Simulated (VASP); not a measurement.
# Ti4H2O9 in VASP: single point with PBE+D3(BJ)

Aim: the single point of Ti4H2O9 with PBE+D3(BJ).

All numbers are computed with VASP 6.6.1; they aren't measurements. Logs are shortened: lines on timing, memory, paths and dates and some standing lists are left out, and cuts for length are marked.

**1. The cell of the first run**

The cell holds a slab with vacuum, 30 atoms: a = 5.909 Å, b = 6.517 Å, c = 25.288 Å, α = 90.00°, β = 90.00°, γ = 90.00°.

**2. Single point, PBE+D3(BJ)**

Contents of INCAR:

```
SYSTEM = Ti4H2O9
ALGO     = Normal         ! electronic algorithm
DIPOL    = 0.5 0.5 0.462
EDIFF    = 1E-6           ! SCF threshold, eV
ENCUT    = 520            ! plane-wave cutoff, eV
GGA      = PE             ! functional
IDIPOL   = 3            
ISIF     = 2              ! what is computed and relaxed
ISMEAR   = 0              ! smearing method
IVDW     = 12             ! dispersion correction
LASPH    = .True.         ! aspherical terms in the spheres
LCHARG   = .True.         ! write CHGCAR
LDIPOL   = .True.       
LELF     = .True.         ! ELF
LREAL    = Auto         
LVACPOTAV= .True.       
LVHAR    = .True.       
LWAVE    = .False.        ! write WAVECAR
NBANDS   = 125            ! bands
NELM     = 100            ! most SCF steps
PREC     = Accurate       ! precision mode
SIGMA    = 0.05           ! smearing width, eV
```

Contents of KPOINTS:

```
k-points
0
Gamma
  3 3 1
  0 0 0
```

Contents of POSCAR:

```
Ti4H2O9
1.0
    5.9085268479      0.0000000000      0.0000000000
    0.0000000000      6.5169368653      0.0000000000
    0.0000000000      0.0000000000     25.2883098196
O Ti H
18 8 4
Direct
    0.0000000000      0.0000000000      0.3163517079
    0.5000000000      0.0000000000      0.3163517079
    0.2500000000      0.3043792190      0.3667642617
    0.7500000000      0.3043792190      0.3667642617
    0.2500000000      0.6956207810      0.3667642617
    0.7500000000      0.6956207810      0.3667642617
    0.0000000000      0.0000000000      0.4171768154
    0.5000000000      0.0000000000      0.4171768154
    0.0000000000      0.5000000000      0.4452044646
    0.5000000000      0.5000000000      0.4452044646
    0.2497817070      0.8090684231      0.4946484190
    0.7491697878      0.8088459540      0.4942857216
    0.2508313067      0.1930270857      0.5023283004
    0.7507804402      0.1928944527      0.5023888414
    0.0004212585      0.5203487286      0.5460682677
    0.5002977084      0.5219918624      0.5458039560
    0.0007841123     -0.0790227468      0.5795243731
    0.5058815548     -0.0761164470      0.5805423693
    0.0000000000      0.5000000000      0.3667642617
    0.5000000000      0.5000000000      0.3667642617
    0.2500000000      0.0000000000      0.3667642617
    0.7500000000      0.0000000000      0.3667642617
    0.0039511467     -0.0009101855      0.4908218690
    0.5040147223     -0.0018067121      0.4906042118
    0.2509925587      0.4984910848      0.5007132256
    0.7505097490      0.4982549044      0.5010743467
    0.8496081207     -0.0436074090      0.5926846093
    0.3602079701     -0.0317330026      0.5951279052
    0.9971892442      0.7683757106      0.5749894377
    0.4935590284      0.7717160760      0.5763272284
```

Potentials or basis: VASP PAW PBE potentials, release 64 (O, Ti_sv, H).

On the command line:

```sh
$ cat potpaw_PBE.64/O/POTCAR potpaw_PBE.64/Ti_sv/POTCAR potpaw_PBE.64/H/POTCAR > POTCAR
$ mpirun -np 1 vasp_std > vasp.out
```

OUTCAR:

```text
SYSTEM = Ti4H2O9
   EDIFF = 1E-6
   ENCUT = 520
   GGA = PE
   ISIF = 2
   ISMEAR = 0
   IVDW = 12
   LASPH = .True.
   LREAL = Auto
   NELM = 100
   PREC = Accurate
 IVDW          = 12

 ion  position               nearest neighbor table
   1  0.000  0.000  0.316-  21 1.95  22 1.95
   2  0.500  0.000  0.316-  21 1.95  22 1.95
   3  0.250  0.304  0.367-  19 1.95  20 1.95  21 1.98
   4  0.750  0.304  0.367-  19 1.95  20 1.95  22 1.98
   5  0.250  0.696  0.367-  19 1.95  20 1.95  21 1.98
   6  0.750  0.696  0.367-  19 1.95  20 1.95  22 1.98
   7  0.000  0.000  0.417-  23 1.86  22 1.95  21 1.95
   8  0.500  0.000  0.417-  24 1.86  22 1.95  21 1.95
   9  0.000  0.500  0.445-  19 1.98  26 2.04  25 2.04
  10  0.500  0.500  0.445-  20 1.98  25 2.03  26 2.05
  11  0.250  0.809  0.495-  23 1.91  24 1.95  25 2.03
  12  0.749  0.809  0.494-  24 1.91  23 1.95  26 2.03
  13  0.251  0.193  0.502-  23 1.95  24 1.98  25 1.99
  14  0.751  0.193  0.502-  24 1.96  23 1.98  26 1.99
  15  0.000  0.520  0.546-  26 1.87  25 1.88
  16  0.500  0.522  0.546-  26 1.87  25 1.87
  17  0.001  0.921  0.580-  27 0.98  29 1.00  23 2.30
  18  0.506  0.924  0.581-  28 0.98  30 1.00  24 2.33
  19  0.000  0.500  0.367-   3 1.95   4 1.95   5 1.95   6 1.95   9 1.98
  20  0.500  0.500  0.367-   3 1.95   4 1.95   5 1.95   6 1.95  10 1.98
  21  0.250  0.000  0.367-   7 1.95   8 1.95   1 1.95   2 1.95   3 1.98   5 1.98
  22  0.750  0.000  0.367-   7 1.95   8 1.95   1 1.95   2 1.95   4 1.98   6 1.98
  23  0.004  0.999  0.491-   7 1.86  11 1.91  13 1.95  12 1.95  14 1.98  17 2.30
  24  0.504  0.998  0.491-   8 1.86  12 1.91  11 1.95  14 1.96  13 1.98  18 2.33
  25  0.251  0.498  0.501-  16 1.87  15 1.88  13 1.99  11 2.03  10 2.03   9 2.04
  26  0.751  0.498  0.501-  16 1.87  15 1.87  14 1.99  12 2.03   9 2.04  10 2.05
  27  0.850  0.956  0.593-  17 0.98
  28  0.360  0.968  0.595-  18 0.98
  29  0.997  0.768  0.575-  17 1.00
  30  0.494  0.772  0.576-  18 1.00

  LATTYP: Found a simple orthorhombic cell.
 ALAT       =     5.9085268479
 B/A-ratio  =     1.1029715246
 C/A-ratio  =     4.2799686742

  Lattice vectors:

 A1 = (   5.9085268479,   0.0000000000,   0.0000000000)
 A2 = (   0.0000000000,   6.5169368653,   0.0000000000)
 A3 = (   0.0000000000,   0.0000000000,  25.2883098196)

Analysis of symmetry for initial positions (statically):
=====================================================================
 Subroutine PRICEL returns:
 Original cell was already a primitive cell.

 Routine SETGRP: Setting up the symmetry group for a
 simple orthorhombic supercell.

 Subroutine GETGRP returns: Found  1 space group operations
 (whereof  1 operations were pure point group operations)
 out of a pool of  8 trial point group operations.

The static configuration has the point symmetry C_1 .

Analysis of symmetry for dynamics (positions and initial velocities):
=====================================================================
 Subroutine PRICEL returns:
 Original cell was already a primitive cell.

 Routine SETGRP: Setting up the symmetry group for a
 simple orthorhombic supercell.

 Subroutine GETGRP returns: Found  1 space group operations
 (whereof  1 operations were pure point group operations)
 out of a pool of  8 trial point group operations.

The dynamic configuration has the point symmetry C_1 .

 Subroutine INISYM returns: Found  1 space group operations
 (whereof  1 operations are pure point group operations),
 and found     1 'primitive' translations

----------------------------------------------------------------------------------------

                                     Primitive cell

  volume of cell :     973.7389

  direct lattice vectors                    reciprocal lattice vectors
     5.908526848  0.000000000  0.000000000     0.169246925  0.000000000  0.000000000
     0.000000000  6.516936865  0.000000000     0.000000000  0.153446323  0.000000000
     0.000000000  0.000000000 25.288309820     0.000000000  0.000000000  0.039543963

  length of vectors
     5.908526848  6.516936865 25.288309820     0.169246925  0.153446323  0.039543963

  position of ions in fractional coordinates (direct lattice)
     0.000000000  0.000000000  0.316351708
     0.500000000  0.000000000  0.316351708
     0.250000000  0.304379219  0.366764262
     0.750000000  0.304379219  0.366764262
     0.250000000  0.695620781  0.366764262
     0.750000000  0.695620781  0.366764262
[... 22 lines left out ...]
     0.997189244  0.768375711  0.574989438
     0.493559028  0.771716076  0.576327228

  ion indices of the primitive-cell ions
   primitive index   ion index
                 1           1
                 2           2
                 3           3
                 4           4
                 5           5
                 6           6
[... 22 lines left out ...]
                29          29
                30          30

----------------------------------------------------------------------------------------

 KPOINTS: k-points

Automatic generation of k-mesh.
 Grid dimensions read from file:
 generate k-points for:    3    3    1

 Generating k-lattice:

  Cartesian coordinates                     Fractional coordinates (reciprocal lattice)
     0.056415642  0.000000000  0.000000000     0.333333333  0.000000000  0.000000000
     0.000000000  0.051148774  0.000000000     0.000000000  0.333333333  0.000000000
     0.000000000  0.000000000  0.039543963     0.000000000  0.000000000  1.000000000

  Length of vectors
     0.056415642  0.051148774  0.039543963

  Shift w.r.t. Gamma in fractional coordinates (k-lattice)
     0.000000000  0.000000000  0.000000000

 Subroutine IBZKPT returns following result:
 ===========================================

 Found      5 irreducible k-points:

 Following reciprocal coordinates:
            Coordinates               Weight
  0.000000  0.000000  0.000000      1.000000
  0.333333  0.000000  0.000000      2.000000
  0.000000  0.333333  0.000000      2.000000
  0.333333  0.333333  0.000000      2.000000
  0.333333 -0.333333  0.000000      2.000000
   k-points           NKPTS =      5   k-points in BZ     NKDIM =      5   number of bands    NBANDS=    125
   number of dos      NEDOS =    301   number of ions     NIONS =     30
   total plane-waves  NPLWV = 442368
   dimension x,y,z NGX =    48 NGY =   48 NGZ =  192
   dimension x,y,z NGXF=    96 NGYF=   96 NGZF=  384
   ions per type =              18   8   4
   NGX,Y,Z   is equivalent  to a cutoff of  13.51, 12.24, 12.62 a.u.
   NGXF,Y,Z  is equivalent  to a cutoff of  27.01, 24.49, 25.24 a.u.
 SYSTEM =  Ti4H2O9
   PREC   = accura    normal or accurate (medium, high low for compatibility)
   ISTART =      0    job   : 0-new  1-cont  2-samecut
   ICHARG =      2    charge: 1-file 2-atom 10-const
   ISPIN  =      1    spin polarized calculation?
   LNONCOLLINEAR =      F non collinear calculations
   LSORBIT =      F    spin-orbit coupling
   LASPH  =      T    aspherical Exc in radial PAW
   ENCUT  =  520.0 eV  38.22 Ry    6.18 a.u.  10.99 12.12 47.02*2*pi/ulx,y,z
   NELM   =    100;   NELMIN=  2; NELMDL= -5     # of ELM steps
   EDIFF  = 0.1E-05   stopping-criterion for ELM
   LREAL  =      T    real-space projection
   EDIFFG = 0.1E-04   stopping-criterion for IOM
   NSW    =      0    number of steps for IOM
   IBRION =     -1    ionic relax: 0-MD 1-quasi-New 2-CG
   NFREE  =      0    steps in history (QN), initial steepest desc. (CG)
   ISIF   =      2    stress and relaxation
   ISYM   =      2    0-nonsym 1-usesym 2-fastsym
   POTIM  = 0.5000    time-step for ionic-motion
   TEBEG  =    0.0;   TEEND  =   0.0 temperature during run
   PSTRESS=    0.0 pullay stress
   NELECT =     208.0000    total number of electrons
   NUPDOWN=      -1.0000    fix difference up-down
   EMIN   =  10.00;   EMAX   =-10.00  energy-range for DOS
   EFERMI =   0.00;   METHOD = LEGACY
   ISMEAR =     0;   SIGMA  =   0.05  broadening in eV -4-tet -1-fermi 0-gaus
   EFERMI_NEDOS =   21; number of points for ismear=-14 and -15
   IALGO  =     38    algorithm
   IMIX   =      4    mixing-type and parameters
     AMIX     =   0.40;   BMIX     =  1.00
     AMIX_MAG =   1.60;   BMIX_MAG =  1.00
  volume/ion in A,a.u.               =      32.46       219.04
  Fermi-wavevector in a.u.,A,eV,Ry     =   0.978622  1.849328 13.030321  0.957702
  Thomas-Fermi vector in A             =   2.109412
   LORBIT       =      0    0 simple, 1 ext, 2 COOP (PROOUT), +10 PAW based schemes
   GGA     = PE    functional components
   LHFCALC =     F    Hartree Fock is set to
   AEXX    =    0.0000 exact exchange contribution
   IVDW    =    12    specifies the selected vdW correction
   LEPSILON=     F    determine dielectric tensor
   LRPA    =     F    only Hartree local field effects (RPA)
 non-spin polarized calculation
 Gauss-broadening in eV      SIGMA  =   0.05
  energy-cutoff  :      520.00
  volume of cell :      973.74
 maximum number of plane-waves:     26257
 NGX is ok and might be reduce to    48
   NGX = 21   NGY = 25   NGZ = 95

 dipolmoment           0.000000      0.000000      0.037718 electrons x Angstroem

 number of electron     207.9999956 magnetization

 dipolmoment           0.000000      0.000000     -0.232907 electrons x Angstroem

 Free energy of the ion-electron system (eV)
  ---------------------------------------------------
  ext. energy  EPLUGINS =         0.00000000
  ---------------------------------------------------
  free energy    TOTEN  =      -240.64021986 eV

  energy without entropy =     -240.64021986  energy(sigma->0) =     -240.64021986

 E-fermi :  -2.9739     XC(G=0):  -3.7915

 val. band max:       -3.3109612500   @ k =   0.0000   0.0000   0.0000
 cond. band min:      -1.7341589491   @ k =   0.0000   0.0000   0.0000
 fundamental gap:      1.5768023008
 Fermi energy:        -2.9739281879

 k-point     1 :       0.0000    0.0000    0.0000
  band No.  band energies     occupation
      1     -60.7541      2.00000
      2     -60.7136      2.00000
      3     -60.3022      2.00000
      4     -60.2601      2.00000
      5     -59.9721      2.00000
      6     -59.9280      2.00000
[... 108 lines left out ...]
    115      -0.4692      0.00000
    116      -0.4553      0.00000
[... 474 lines left out ...]
    115      -0.3519      0.00000
    116      -0.3107      0.00000
 [bands above 116 left out]

------------------------ aborting loop because EDIFF is reached ----------------------------------------

 Edisp (eV)   -4.55397

 E8    (eV) :    -1.8255

  FORCE on cell =-STRESS in cart. coord.  units (eV):
  Direction    XX          YY          ZZ          XY          YZ          ZX
  --------------------------------------------------------------------------------------
  -------------------------------------------------------------------------------------
  Total      -5.92536     3.86040    -7.17591     0.07916    -0.23854    -0.08649
  in kB      -9.74951     6.35185   -11.80715     0.13025    -0.39248    -0.14231
  external pressure =       -5.07 kB  Pullay stress =        0.00 kB

 VOLUME and BASIS-vectors are now :
 -----------------------------------------------------------------------------
  energy-cutoff  :      520.00
  volume of cell :      973.74
      direct lattice vectors                 reciprocal lattice vectors
     5.908526848  0.000000000  0.000000000     0.169246925  0.000000000  0.000000000
     0.000000000  6.516936865  0.000000000     0.000000000  0.153446323  0.000000000
     0.000000000  0.000000000 25.288309820     0.000000000  0.000000000  0.039543963

 POSITION                                       TOTAL-FORCE (eV/Angst)
 -----------------------------------------------------------------------------------
      0.00000      0.00000      8.00000         0.000762      0.007512      2.175114
      2.95426      0.00000      8.00000         0.000994      0.006414      2.177318
      1.47713      1.98362      9.27485         0.001398      1.310788     -0.865790
      4.43140      1.98362      9.27485        -0.005468      1.311891     -0.864304
      1.47713      4.53332      9.27485         0.003067     -1.321240     -0.873481
      4.43140      4.53332      9.27485        -0.004771     -1.322597     -0.874754
[... 22 lines left out ...]
      5.89192      5.00746     14.54051         0.040141     -0.108210     -0.012016
      2.91621      5.02922     14.57434         0.029141     -0.092558     -0.017988
 -----------------------------------------------------------------------------------
    total drift:                               -0.000790      0.016085      0.057895

  FREE ENERGIE OF THE ION-ELECTRON SYSTEM (eV)
  ---------------------------------------------------
  free  energy   TOTEN  =      -245.1941849597 eV

  energy  without entropy=     -245.1941849597  energy(sigma->0) =     -245.19418496

 vacuum level on the upper side and lower side of the slab         2.658         3.753
```

It took 37 min on 1 thread of Intel Xeon 8259CL, shared host; peak memory 1.1 GiB.

Results:

| Quantity | Value |
| --- | --- |
| Free energy | -245.1942 eV |
| Largest force | 4.509 eV/Å |
| Band gap on the k mesh | 1.58 eV |
| Dispersion energy per atom | -0.152 eV |

Forces on the atoms (eV/Å):
```
O    0.001  0.008  2.175
O    0.001  0.006  2.177
O    0.001  1.311 -0.866
O   -0.005  1.312 -0.864
O    0.003 -1.321 -0.873
O   -0.005 -1.323 -0.875
O    0.008  0.215  1.710
O   -0.002  0.226  1.679
O    0.006 -0.206 -1.654
O   -0.011 -0.223 -1.666
O    0.012 -0.042  0.003
O    0.012 -0.051  0.010
O    0.013  0.024  0.009
O    0.003  0.022  0.001
O   -0.001  0.047  0.028
O   -0.029  0.014  0.158
O    0.071  0.075  0.015
O    0.015  0.066 -0.012
Ti  -0.002  0.021  3.949
Ti   0.005  0.019  3.933
Ti  -0.022 -0.026 -4.509
Ti   0.028 -0.028 -4.509
Ti  -0.012  0.022  0.024
Ti  -0.013  0.028  0.023
Ti  -0.080 -0.023 -0.013
Ti   0.072 -0.014 -0.055
H   -0.091  0.058  0.039
H   -0.048 -0.016 -0.008
H    0.040 -0.108 -0.012
H    0.029 -0.093 -0.018
```
